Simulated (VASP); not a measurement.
Ag7B, 8 atoms in the cell. The structure is cubic, space group Im-3m (No. 229). Conventional cell: a = 6.756 Å, b = 6.756 Å, c = 6.756 Å, α = 90.00°, β = 90.00°, γ = 90.00°. Within 3.9 Å of Ag (site symmetry 4/mmm) lie 12 Ag at 2.93 to 3.38 Å and 2 B at 3.38 Å. Ag (site symmetry -3m) has 12 Ag at 2.93 to 3.38 Å and 2 B at 2.93 Å within 3.9 Å. Within 3.9 Å of B (site symmetry m-3m) lie 14 Ag at 2.93 to 3.38 Å. The cell was generated, and may not be a known phase.

```yaml
Program: VASP 6.6.1
Task: single point
Functional: PBE
Potentials_or_basis: VASP PAW PBE potentials, release 64 (Ag, B)
Cutoff: 520 eV
k_mesh: 4 × 4 × 4
Occupations: gaussian, width 0.1 eV
Spin: no spin polarisation
Dipole_correction: no
Further_INCAR_settings: ALGO = Normal; EDIFF = 1e-06; NBANDS = 50
```

Potentials or basis: VASP PAW PBE potentials, release 64 (Ag, B).

Command:

```sh
$ cat potpaw_PBE.64/Ag/POTCAR potpaw_PBE.64/B/POTCAR > POTCAR
$ mpirun -np 1 vasp_std > vasp.out
```

Hardware: 1 thread of Intel(R) Xeon(R) Platinum 8559C (Emerald Rapids), on a shared host.

Q: Estimate the wall time of this run.

A: Wall time 57 s on 1 thread of Intel(R) Xeon(R) Platinum 8559C (Emerald Rapids) (shared host), peak memory 0.32 GiB. Counts: scf iterations 12, k points 8.
